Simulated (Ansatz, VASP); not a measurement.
# Two plane-wave programs on Zn

POSCAR

```
Zn
1.0
    2.6187264646      0.0000000000      0.0000000000
   -1.3093632323      2.2678836439      0.0000000000
    0.0000000000      0.0000000000      4.8388970683
Zn
2
Direct
    0.3333333333      0.6666666667      0.2500000000
    0.6666666667      0.3333333333      0.7500000000
```

Contents of INCAR.step1:

```
SYSTEM = Zn
ALGO = Normal
EDIFF = 1E-4
ENCUT = 520
GGA = PE
ISMEAR = 1
LASPH = .True.
LCHARG = .False.
LREAL = .False.
LWAVE = .True.
NBANDS = 19
NELM = 80
PREC = Accurate
SIGMA = 0.01
```

The input INCAR.step2:

```
SYSTEM = Zn
ALGO = Normal
EDIFF = 1E-6
ENCUT = 520
ISIF = 2
ISMEAR = 1
ISTART = 1
LASPH = .True.
LCHARG = .False.
LMIXTAU = .True.
LREAL = .False.
LWAVE = .False.
METAGGA = R2SCAN
NBANDS = 19
NELM = 80
PREC = Accurate
SIGMA = 0.01
```

The input KPOINTS:

```
k-points
0
Gamma
  14 14 7
  0 0 0
```

Input for Ansatz:

```yaml
crystal:
  lattice:
    - [2.6187264646, 0.0, 0.0]
    - [-1.3093632323, 2.2678836439, 0.0]
    - [0.0, 0.0, 4.8388970683]
  atoms:
    - { symbol: Zn, position: [0.3333333333, 0.6666666667, 0.25] }
    - { symbol: Zn, position: [0.6666666667, 0.3333333333, 0.75] }
hamiltonian:
  xc: r2scan
  pseudopotentials:
    kind: paw
    azcp:
      Zn: "pseudopotentials/Zn.paw.azcp"
basis:
  ecutwfc: 500
  fft_grid_basis: typed
kpoints:
  mp_grid: { grid: [14, 14, 7], shift: [0, 0, 0] }
magnetization:
  spin_polarized: false
scf:
  occupations: { method: cold, width: 0.01 }
  lower_state_search: "off"
output:
  stress: true
```

Alike in both runs: task single point; functional r2SCAN; k mesh 14 × 14 × 7; no spin polarisation.

|  | VASP | Ansatz |
| --- | --- | --- |
| version | VASP 6.6.1 | Ansatz 0.2.0 |
| potentials or method | VASP PAW PBE potentials, release 64 (Zn), cutoff 520 eV | plane waves (500 eV) with PAW, scalar-relativistic |
| occupations | methfessel-paxton of order 1, width 0.01 eV | cold, width 0.01 eV |
| valence electrons in the cell | 24 | 24 |

Ansatz gave:

| Item | Value |
| --- | --- |
| pressure (GPa) | 0.0 |
| traceless stress, the component that is largest in VASP (GPa) | -1.74 |

Estimate VASP's values.

pressure (GPa): 0.5; traceless stress, the component that is largest in VASP (GPa): -1.86.

VASP's potentials were made for PBE, not for r2SCAN.
